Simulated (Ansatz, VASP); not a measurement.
# One calculation of Ga, two programs

```
Ga
1.0
     1.38300   -4.02650    0.00000
     1.38300    4.02650    0.00000
    -0.11745    0.00000    3.32993
Ga
2
Direct
  0.86900 0.13100 0.25000
  0.13100 0.86900 0.75000
```

Alike in both runs: task single point; functional PBEsol; k mesh 16 × 16 × 12; occupations gaussian, width 0.1 eV; no spin polarisation.

```csv
,VASP,Ansatz
version,VASP 6.6.1,Ansatz 0.2.0
potentials or method,"VASP PAW PBE potentials, release 64 (Ga_d), cutoff 520 eV","scalar-relativistic, plane waves, PAW"
valence electrons in the cell,26,26
```

|  | VASP | Ansatz | Ansatz less VASP |
| --- | --- | --- | --- |
| gap on the k mesh at the Fermi level (eV) | none | none | - |
| pressure (GPa) | -2.0 | -1.9 | +0.16 |
| traceless stress, the component that is largest in VASP (GPa) | -0.24 | -0.25 | -0.009 |
| rms of the force components (eV/Å) | 0.108 | 0.108 | -0.0002 |

VASP's potentials were made for PBE, not for PBEsol. Atom by atom the forces differ by 0.000 eV/Å (rms over components). A gap of «none» marks a metal or a gap that the smearing closes. The functional is the same, so the differences come from potentials, cutoffs and numerics.
